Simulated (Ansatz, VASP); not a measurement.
Two plane-wave programs on Na2S

```
CELL_PARAMETERS angstrom
0.00000 3.25543 3.25543
3.25543 0.00000 3.25543
3.25543 3.25543 0.00000
ATOMIC_POSITIONS crystal
Na 0.25000 0.25000 0.25000
Na 0.75000 0.75000 0.75000
S 0.00000 0.00000 0.00000
```

Alike in both runs: task single point; functional PBE-based screened hybrid; k mesh 4 × 4 × 4; no spin polarisation.

|  | VASP | Ansatz |
| --- | --- | --- |
| version | VASP 6.6.1 | Ansatz 0.2.0 |
| potentials or method | VASP PAW PBE potentials, release 64 (Na_pv, S) | plane waves |
| plane-wave cutoff (eV) | 400 | 420 |
| occupations | gaussian, width 0.01 eV | fixed |
| valence electrons in the cell | 20 | 24 |

|  | VASP | Ansatz | Ansatz less VASP |
| --- | --- | --- | --- |
| gap on the k mesh at the Fermi level (eV) | 2.78 | 2.79 | +0.003 |
| pressure (GPa) | 0.5 | 0.7 | +0.15 |

VASP's potentials were made for PBE, not for PBE-based screened hybrid. VASP's potentials hold 20 valence electrons a cell and Ansatz's 24, so a difference there can come from the potentials and not from the codes. Ansatz's warnings: stress exchange threshold loose, stress scf threshold loose.
